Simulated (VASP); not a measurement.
Write the native input for VASP 6.6.1 that does the following.

```yaml
Task: single point
Functional: PBEsol
Potentials_or_basis: VASP PAW PBE potentials, release 64 (Ge_d)
Cutoff: 520 eV
k_mesh: 20 × 20 × 18
Occupations: gaussian, width 0.15 eV
Spin: no spin polarisation
Dipole_correction: no
Further_INCAR_settings: ALGO = Normal; EDIFF = 1e-06; NBANDS = 13
```

The structure of Ge lies in POSCAR:

```
Ge
1.0
    1.4670064500     -2.7305418000      0.0000000000
    1.4670064500      2.7305418000      0.0000000000
    0.0000000000      0.0000000000      2.8331425500
Ge
1
Direct
    0.5000000000      0.5000000000      0.0000000000
```

This cell differs from its parent crystal: strain +0.050 along x and y, +0.050 along z.

These files were run (other wordings do the same):

INCAR

```
SYSTEM = Ge
ALGO     = Normal         ! electronic algorithm
EDIFF    = 1E-6           ! SCF threshold, eV
ENCUT    = 520            ! plane-wave cutoff, eV
GGA      = PS             ! functional
ISIF     = 2              ! what is computed and relaxed
ISMEAR   = 0              ! smearing method
LASPH    = .True.         ! aspherical terms in the spheres
LCHARG   = .False.        ! write CHGCAR
LREAL    = .False.        ! projectors in reciprocal space
LWAVE    = .False.        ! write WAVECAR
NBANDS   = 13             ! bands
NELM     = 60             ! most SCF steps
PREC     = Accurate       ! precision mode
SIGMA    = 0.15           ! smearing width, eV
```

KPOINTS

```
k-points
0
Gamma
  20 20 18
  0 0 0
```

Potentials or basis: VASP PAW PBE potentials, release 64 (Ge_d).

The run is started by

```bash
$ cat potpaw_PBE.64/Ge_d/POTCAR > POTCAR
$ mpirun -np 1 vasp_std > vasp.out
```

Results of the run:

The pressure is -10.1 GPa. The band gap on the k mesh is zero (bands 7 and 8 overlap by 8.25 eV).

Caveat: the cell differs from its parent crystal (strain +0.050 along x and y, +0.050 along z); the cell stands under tension; the PAW data sets were made with another functional, which shifts forces and pressure a little.

Wall time 110 s on 1 thread of Intel(R) Xeon(R) Platinum 8259CL CPU @ 2.50GHz (Skylake/Cascade Lake), with other jobs on the host, peak memory 0.39 GiB.
